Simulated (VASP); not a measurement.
# Ni (Fm-3m) in VASP: a series of runs

The runs below take Ni through single point, with HSE06.

Everything below comes from runs of VASP 6.6.1. Logs are shortened: lines on timing, memory, paths and dates and some standing lists are left out, and cuts for length are marked.

### 1 The cell of the first run

The structure is cubic, space group Fm-3m (No. 225). Conventional cell: a = 3.414 Å, b = 3.414 Å, c = 3.414 Å, α = 90.00°, β = 90.00°, γ = 90.00°. Ni (site symmetry m-3m) has 12 Ni at 2.41 Å within 3.2 Å.

### 2 Single point, HSE06

POSCAR reads:

```
Ni
1.0
    0.0000000000      1.7068933900      1.7068933900
    1.7068933900      0.0000000000      1.7068933900
    1.7068933900      1.7068933900      0.0000000000
Ni
1
Direct
    0.0000000000      0.0000000000      0.0000000000
```

INCAR.step1 reads:

```
PREC = Accurate ; ENCUT = 520
EDIFF = 1E-5 ; ISMEAR = -1
SIGMA = 0.1 ; LREAL = F
LASPH = T ; NELM = 100
ALGO = Normal ; ISIF = 2
LWAVE = T ; LCHARG = F
GGA = PE ; NBANDS = 11
```

INCAR.step2 reads:

```
PREC = Accurate ; ENCUT = 520
EDIFF = 1E-6 ; ISMEAR = -1
SIGMA = 0.1 ; LREAL = F
LASPH = T ; NELM = 100
ALGO = Normal ; ISIF = 2
LWAVE = F ; LCHARG = F
GGA = PE ; LHFCALC = T
HFSCREEN = 0.2079 ; PRECFOCK = Normal
ISTART = 1 ; NBANDS = 11
```

KPOINTS reads:

```
regular mesh
0
Gamma
  6 6 6
```

Potentials or basis: VASP PAW PBE potentials, release 64 (Ni).

The run is started by

```console
cat potpaw_PBE.64/Ni/POTCAR > POTCAR
cp INCAR.step1 INCAR
mpirun -np 1 vasp_std > vasp.out
cp INCAR.step2 INCAR
mpirun -np 1 vasp_std > vasp.out
```

OUTCAR:

```text
PREC = Accurate
   ENCUT = 520
   EDIFF = 1E-6
   ISMEAR = -1
   LREAL = F
   LASPH = T
   NELM = 100
   ISIF = 2
   GGA = PE
   LHFCALC = T
   HFSCREEN = 0.2079
   PRECFOCK = Normal
   ISTART = 1

 ion  position               nearest neighbor table
   1  0.000  0.000  0.000-

  LATTYP: Found a face centered cubic cell.
 ALAT       =     3.4137867800

  Lattice vectors:

 A1 = (   0.0000000000,   1.7068933900,   1.7068933900)
 A2 = (   1.7068933900,   0.0000000000,   1.7068933900)
 A3 = (   1.7068933900,   1.7068933900,   0.0000000000)

Analysis of symmetry for initial positions (statically):
=====================================================================
 Subroutine PRICEL returns:
 Original cell was already a primitive cell.

 Routine SETGRP: Setting up the symmetry group for a
 face centered cubic supercell.

 Subroutine GETGRP returns: Found 48 space group operations
 (whereof 48 operations were pure point group operations)
 out of a pool of 48 trial point group operations.

The static configuration has the point symmetry O_h .

Analysis of symmetry for dynamics (positions and initial velocities):
=====================================================================
 Subroutine PRICEL returns:
 Original cell was already a primitive cell.

 Routine SETGRP: Setting up the symmetry group for a
 face centered cubic supercell.

 Subroutine GETGRP returns: Found 48 space group operations
 (whereof 48 operations were pure point group operations)
 out of a pool of 48 trial point group operations.

The dynamic configuration has the point symmetry O_h .

 Subroutine INISYM returns: Found 48 space group operations
 (whereof 48 operations are pure point group operations),
 and found     1 'primitive' translations

----------------------------------------------------------------------------------------

                                     Primitive cell

  volume of cell :       9.9460

  direct lattice vectors                    reciprocal lattice vectors
     0.000000000  1.706893390  1.706893390    -0.292929836  0.292929836  0.292929836
     1.706893390  0.000000000  1.706893390     0.292929836 -0.292929836  0.292929836
     1.706893390  1.706893390  0.000000000     0.292929836  0.292929836 -0.292929836

[... 82 lines left out ...]
   PSTRESS=    0.0 pullay stress
   NELECT =      10.0000    total number of electrons
   NUPDOWN=      -1.0000    fix difference up-down
   EMIN   =  10.00;   EMAX   =-10.00  energy-range for DOS
   EFERMI =   0.00;   METHOD = LEGACY
   ISMEAR =    -1;   SIGMA  =   0.10  broadening in eV -4-tet -1-fermi 0-gaus
   EFERMI_NEDOS =   21; number of points for ismear=-14 and -15
   IALGO  =     38    algorithm
   IMIX   =      1    mixing-type and parameters
     AMIX     =   0.40;   BMIX     =  1.00
     AMIX_MAG =   1.60;   BMIX_MAG =  1.00
  volume/ion in A,a.u.               =       9.95        67.12
  Fermi-wavevector in a.u.,A,eV,Ry     =   1.640055  3.099255 36.596688  2.689781
  Thomas-Fermi vector in A             =   2.730757
   LORBIT       =      0    0 simple, 1 ext, 2 COOP (PROOUT), +10 PAW based schemes
   GGA     = PE    functional components
   LHFCALC =     T    Hartree Fock is set to
   PRECFOCK=normal    Normal, Fast or Accurate (Low or Medium for compatibility)
   ENCUT4O =  -1.0   cutoff for four orbital integrals eV
   NKREDX  =     1    reduce k-point grid by
   NKREDY  =     1    reduce k-point grid by
   NKREDZ  =     1    reduce k-point grid by
   AEXX    =    0.2500 exact exchange contribution
   HFSCREEN=    0.2079 screening length (either q_TF or 0.3 A-1)
   HFSCREENC=   0.2079 screening length for correlation (either q_TF or 0.3 A-1)
   ENCUTFOCK=  -1.0 apply spherical cutoff to Coloumb kernel
   IVDW    =     0    specifies the selected vdW correction
   LEPSILON=     F    determine dielectric tensor
   LRPA    =     F    only Hartree local field effects (RPA)
 non-spin polarized calculation
  energy-cutoff  :      520.00
  volume of cell :        9.95
 maximum number of plane-waves:       283
 NGX is ok and might be reduce to    18
  NGX = 14; NGY = 14; NGZ = 14

 number of electron       9.9999993 magnetization

 Free energy of the ion-electron system (eV)
  ---------------------------------------------------
  ext. energy  EPLUGINS =         0.00000000
  ---------------------------------------------------
  free energy    TOTEN  =        -6.03457181 eV

  energy without entropy =       -5.98783648  energy(sigma->0) =       -6.01120415

 E-fermi :   9.6614     XC(G=0): -11.1464

 val. band max:        9.5860003916   @ k =   0.5000   0.1667   0.0000
 cond. band min:       9.7220788098   @ k =  -0.3333   0.3333   0.1667
 fundamental gap:      0.1360784183
 Fermi energy:         9.6614284936

 k-point     1 :       0.0000    0.0000    0.0000
  band No.  band energies     occupation
      1      -0.2880      2.00000
      2       7.0549      2.00000
      3       7.0549      2.00000
      4       7.0549      2.00000
      5       7.9511      2.00000
      6       7.9511      2.00000
      7      36.1625      0.00000
      8      41.0905      0.00000
      9      41.0905      0.00000
     10      41.0906      0.00000
     11      44.7362      0.00000
[... 197 lines left out ...]
 k-point    16 :      -0.3333    0.5000    0.1667
  band No.  band energies     occupation
      1       4.5597      2.00000
      2       5.4563      2.00000
      3       7.5914      2.00000
      4       8.2656      2.00000
      5      10.1836      0.01074
      6      17.1190      0.00000
      7      21.9421      0.00000
      8      22.7897      0.00000
      9      24.7779      0.00000
     10      39.3057      0.00000
     11      43.5726      0.00000

------------------------ aborting loop because EDIFF is reached ----------------------------------------

  FORCE on cell =-STRESS in cart. coord.  units (eV):
  Direction    XX          YY          ZZ          XY          YZ          ZX
  --------------------------------------------------------------------------------------
  -------------------------------------------------------------------------------------
  Total        0.7506167      0.7506167      0.7506167      0.0000000      0.0000000      0.0000000
  in kB      120.9148512    120.9148512    120.9148512      0.0000000      0.0000000      0.0000000
  external PRESSURE =     120.9148512 kB  Pullay stress =       0.0000000 kB

 VOLUME and BASIS-vectors are now :
 -----------------------------------------------------------------------------
  energy-cutoff  :      520.00
  volume of cell :        9.95
      direct lattice vectors                 reciprocal lattice vectors
     0.000000000  1.706893390  1.706893390    -0.292929836  0.292929836  0.292929836
     1.706893390  0.000000000  1.706893390     0.292929836 -0.292929836  0.292929836
     1.706893390  1.706893390  0.000000000     0.292929836  0.292929836 -0.292929836

 POSITION                                       TOTAL-FORCE (eV/Angst)
 -----------------------------------------------------------------------------------
      0.00000      0.00000      0.00000        -0.000000     -0.000000     -0.000000
 -----------------------------------------------------------------------------------
    total drift:                                0.000000     -0.000000     -0.000000

  FREE ENERGIE OF THE ION-ELECTRON SYSTEM (eV)
  ---------------------------------------------------
  free  energy   TOTEN  =        -6.0345718122 eV

  energy  without entropy=       -5.9878364834  energy(sigma->0) =       -6.01120415
```

OUTCAR.step1:

```text
PREC = Accurate
   ENCUT = 520
   EDIFF = 1E-5
   ISMEAR = -1
   LREAL = F
[... 431 lines left out ...]

 POSITION                                       TOTAL-FORCE (eV/Angst)
 -----------------------------------------------------------------------------------
      0.00000      0.00000      0.00000         0.000000      0.000000      0.000000
 -----------------------------------------------------------------------------------
    total drift:                                0.000000     -0.000000      0.000000

  FREE ENERGIE OF THE ION-ELECTRON SYSTEM (eV)
  ---------------------------------------------------
  free  energy   TOTEN  =        -5.4339535099 eV

  energy  without entropy=       -5.3571114709  energy(sigma->0) =       -5.39553249
```

Run time: 4.6 min. Hardware: 1 thread of AMD EPYC 7R13 (Zen 3), shared host; peak memory 0.19 GiB.

What came out:

| Property | Result |
| --- | --- |
| Free energy | -6.0346 eV |
| Pressure | 12.1 GPa |
| Band gap on the k mesh | zero (bands 5 and 6 overlap by 2.23 eV) |

Levels at points of the mesh, in eV from the Fermi level:
| k point | band 1 | band 2 | band 3 | band 4 | band 5 | band 6 | band 7 | band 8 | band 9 | band 10 |
| --- | --- | --- | --- | --- | --- | --- | --- | --- | --- | --- |
| (0.00, 0.00, 0.00) | -9.95 | -2.61 | -2.61 | -2.61 | -1.71 | -1.71 | 26.50 | 31.43 | 31.43 | 31.43 |
| (0.50, 0.00, 0.00) | -5.53 | -2.94 | -2.94 | -0.16 | -0.16 | 0.40 | 8.41 | 24.89 | 28.83 | 28.83 |
| (0.50, 0.50, 0.00) | -5.84 | -4.89 | -0.73 | 0.52 | 0.52 | 3.71 | 12.04 | 17.79 | 17.79 | 23.46 |

Caveat: the k points lie up to 0.53 Å⁻¹ apart, too coarse for converged energies and pressures of a metal; the PAW data sets were made with another functional, which shifts forces and pressure a little; the run has no spin polarisation, though such a crystal can be magnetic. Spin polarisation is off, so any magnetic state and its effect on volume and gap are missing.

### 3 Single point, HSE06

POSCAR is that of step 2.

INCAR.step1 reads:

```
SYSTEM = Ni
PREC = Accurate ; ENCUT = 520
EDIFF = 1E-5 ; ISMEAR = -1
SIGMA = 0.1 ; LREAL = .FALSE.
LASPH = .TRUE. ; NELM = 60
ALGO = Normal ; ISIF = 2
LWAVE = .TRUE. ; NBANDS = 11
GGA = PE
```

INCAR.step2 reads:

```
SYSTEM = Ni
PREC = Accurate ; ENCUT = 520
EDIFF = 1E-7 ; ISMEAR = -1
SIGMA = 0.1 ; LREAL = .FALSE.
LASPH = .TRUE. ; NELM = 60
ALGO = Normal ; ISIF = 2
LWAVE = .FALSE. ; LCHARG = .TRUE.
GGA = PE ; LHFCALC = .TRUE.
HFSCREEN = 0.2079 ; PRECFOCK = Normal
LELF = .TRUE. ; LVHAR = .TRUE.
NBANDS = 11 ; ISTART = 1
```

KPOINTS reads:

```
Automatic mesh
0
G
  6 6 6
  0 0 0
```

Potentials or basis: VASP PAW PBE potentials, release 64 (Ni).

The run is started by

```console
cat potpaw_PBE.64/Ni/POTCAR > POTCAR
cp INCAR.step1 INCAR
mpirun -np 1 vasp_std > vasp.out
cp INCAR.step2 INCAR
mpirun -np 1 vasp_std > vasp.out
```

OUTCAR:

```text
SYSTEM = Ni
   PREC = Accurate
   ENCUT = 520
   EDIFF = 1E-7
   ISMEAR = -1
   LREAL = .FALSE.
   LASPH = .TRUE.
   NELM = 60
   ISIF = 2
   GGA = PE
   LHFCALC = .TRUE.
   HFSCREEN = 0.2079
   PRECFOCK = Normal
   ISTART = 1

 ion  position               nearest neighbor table
   1  0.000  0.000  0.000-

  LATTYP: Found a face centered cubic cell.
 ALAT       =     3.4137867800

  Lattice vectors:

 A1 = (   0.0000000000,   1.7068933900,   1.7068933900)
 A2 = (   1.7068933900,   0.0000000000,   1.7068933900)
 A3 = (   1.7068933900,   1.7068933900,   0.0000000000)

Analysis of symmetry for initial positions (statically):
=====================================================================
 Subroutine PRICEL returns:
 Original cell was already a primitive cell.

 Routine SETGRP: Setting up the symmetry group for a
 face centered cubic supercell.

 Subroutine GETGRP returns: Found 48 space group operations
 (whereof 48 operations were pure point group operations)
 out of a pool of 48 trial point group operations.

The static configuration has the point symmetry O_h .
[... 163 lines left out ...]
 Fermi energy:         9.6614173511

 k-point     1 :       0.0000    0.0000    0.0000
  band No.  band energies     occupation
      1      -0.2882      2.00000
      2       7.0549      2.00000
      3       7.0549      2.00000
      4       7.0549      2.00000
      5       7.9510      2.00000
      6       7.9510      2.00000
      7      36.1623      0.00000
      8      41.0904      0.00000
      9      41.0904      0.00000
     10      41.0904      0.00000
     11      44.7359      0.00000
[... 197 lines left out ...]
 k-point    16 :      -0.3333    0.5000    0.1667
  band No.  band energies     occupation
      1       4.5596      2.00000
      2       5.4563      2.00000
      3       7.5914      2.00000
      4       8.2654      2.00000
      5      10.1836      0.01074
      6      17.1188      0.00000
      7      21.9418      0.00000
      8      22.7895      0.00000
      9      24.7777      0.00000
     10      39.3055      0.00000
     11      43.5723      0.00000

------------------------ aborting loop because EDIFF is reached ----------------------------------------

  FORCE on cell =-STRESS in cart. coord.  units (eV):
  Direction    XX          YY          ZZ          XY          YZ          ZX
  --------------------------------------------------------------------------------------
  -------------------------------------------------------------------------------------
  Total        0.7697948      0.7697948      0.7697948      0.0000000      0.0000000     -0.0000000
  in kB      124.0041902    124.0041902    124.0041902      0.0000000      0.0000000     -0.0000000
  external PRESSURE =     124.0041902 kB  Pullay stress =       0.0000000 kB

 VOLUME and BASIS-vectors are now :
 -----------------------------------------------------------------------------
  energy-cutoff  :      520.00
  volume of cell :        9.95
      direct lattice vectors                 reciprocal lattice vectors
     0.000000000  1.706893390  1.706893390    -0.292929836  0.292929836  0.292929836
     1.706893390  0.000000000  1.706893390     0.292929836 -0.292929836  0.292929836
     1.706893390  1.706893390  0.000000000     0.292929836  0.292929836 -0.292929836

 POSITION                                       TOTAL-FORCE (eV/Angst)
 -----------------------------------------------------------------------------------
      0.00000      0.00000      0.00000         0.000000      0.000000      0.000000
 -----------------------------------------------------------------------------------
    total drift:                               -0.000000      0.000000      0.000000

  FREE ENERGIE OF THE ION-ELECTRON SYSTEM (eV)
  ---------------------------------------------------
  free  energy   TOTEN  =        -6.0345710514 eV

  energy  without entropy=       -5.9878405991  energy(sigma->0) =       -6.01120583
```

Run time: 6.2 min. Hardware: 1 thread of AMD EPYC 7R13 (Zen 3), shared host; peak memory 0.19 GiB.

What came out:

| Item | Value |
| --- | --- |
| Free energy | -6.0346 eV |
| Pressure | 12.4 GPa |
| Band gap on the k mesh | zero (bands 5 and 6 overlap by 2.23 eV) |

Levels at points of the mesh, in eV from the Fermi level:
| k point | band 2 | band 3 | band 4 | band 5 | band 6 | band 7 | band 8 | band 9 |
| --- | --- | --- | --- | --- | --- | --- | --- | --- |
| (0.00, 0.00, 0.00) | -2.61 | -2.61 | -2.61 | -1.71 | -1.71 | 26.50 | 31.43 | 31.43 |
| (0.50, 0.00, 0.00) | -2.94 | -2.94 | -0.16 | -0.16 | 0.40 | 8.41 | 24.89 | 28.83 |
| (0.50, 0.50, 0.00) | -4.89 | -0.73 | 0.52 | 0.52 | 3.71 | 12.04 | 17.79 | 17.79 |

Caveat: the k points lie up to 0.53 Å⁻¹ apart, too coarse for converged energies and pressures of a metal; the PAW data sets were made with another functional, which shifts forces and pressure a little; the run has no spin polarisation, though such a crystal can be magnetic. Spin polarisation is off, so any magnetic state and its effect on volume and gap are missing.

### 4 Single point, HSE06

This run uses another cell than the first one, of 10.27 Å³/atom.

POSCAR reads:

```
Ni
1.0
    0.0000000000      1.7252484897      1.7252484897
    1.7252484897      0.0000000000      1.7252484897
    1.7252484897      1.7252484897      0.0000000000
Ni
1
Direct
    0.0000000000      0.0000000000      0.0000000000
```

INCAR.step1 reads:

```
SYSTEM = Ni
PREC     = Accurate       ! precision mode
ENCUT    = 520            ! plane-wave cutoff, eV
EDIFF    = 1E-5           ! SCF threshold, eV
ISMEAR   = -1             ! smearing method
SIGMA    = 0.1            ! smearing width, eV
LREAL    = .FALSE.        ! projectors in reciprocal space
LASPH    = .TRUE.         ! aspherical terms in the spheres
NELM     = 60             ! most SCF steps
ALGO     = Normal         ! electronic algorithm
ISIF     = 2              ! what is computed and relaxed
LWAVE    = .TRUE.         ! write WAVECAR
LCHARG   = .FALSE.        ! write CHGCAR
GGA      = PE             ! functional
NBANDS   = 11             ! bands
```

INCAR.step2 reads:

```
SYSTEM = Ni
PREC     = Accurate       ! precision mode
ENCUT    = 520            ! plane-wave cutoff, eV
EDIFF    = 1E-6           ! SCF threshold, eV
ISMEAR   = -1             ! smearing method
SIGMA    = 0.1            ! smearing width, eV
LREAL    = .FALSE.        ! projectors in reciprocal space
LASPH    = .TRUE.         ! aspherical terms in the spheres
NELM     = 60             ! most SCF steps
ALGO     = Normal         ! electronic algorithm
ISIF     = 2              ! what is computed and relaxed
LWAVE    = .FALSE.        ! write WAVECAR
LCHARG   = .FALSE.        ! write CHGCAR
GGA      = PE             ! functional
LHFCALC  = .TRUE.         ! exact exchange
HFSCREEN = 0.2079         ! screening, 1/A
PRECFOCK = Normal       
ISTART   = 1            
NBANDS   = 11             ! bands
```

KPOINTS is that of step 3.

The run is started by

```console
cat potpaw_PBE.64/Ni/POTCAR > POTCAR
cp INCAR.step1 INCAR
mpirun -np 1 vasp_std > vasp.out
cp INCAR.step2 INCAR
mpirun -np 1 vasp_std > vasp.out
```

Run time: 4.9 min. Hardware: 1 thread of AMD EPYC 7R13 (Zen 3), shared host; peak memory 0.19 GiB.

The run converged. Its results:

```yaml
Free_energy: -6.0514 eV
Pressure: 4.3 GPa
Band_gap_on_the_k_mesh: zero (bands 5 and 6 overlap by 2.17 eV)
```

Levels at points of the mesh, in eV from the Fermi level:
| k point | band 2 | band 3 | band 4 | band 5 | band 6 | band 7 | band 8 | band 9 |
| --- | --- | --- | --- | --- | --- | --- | --- | --- |
| (0.00, 0.00, 0.00) | -2.49 | -2.49 | -2.49 | -1.67 | -1.67 | 26.20 | 30.89 | 30.89 |
| (0.50, 0.00, 0.00) | -2.83 | -2.83 | -0.16 | -0.16 | 0.46 | 8.14 | 24.61 | 28.23 |
| (0.50, 0.50, 0.00) | -4.67 | -0.73 | 0.51 | 0.51 | 3.68 | 11.72 | 17.46 | 17.46 |

Caveat: the k points lie up to 0.53 Å⁻¹ apart, too coarse for converged energies and pressures of a metal; the PAW data sets were made with another functional, which shifts forces and pressure a little; the run has no spin polarisation, though such a crystal can be magnetic. Spin polarisation is off, so any magnetic state and its effect on volume and gap are missing.

(Continued in part 2 of 2.)
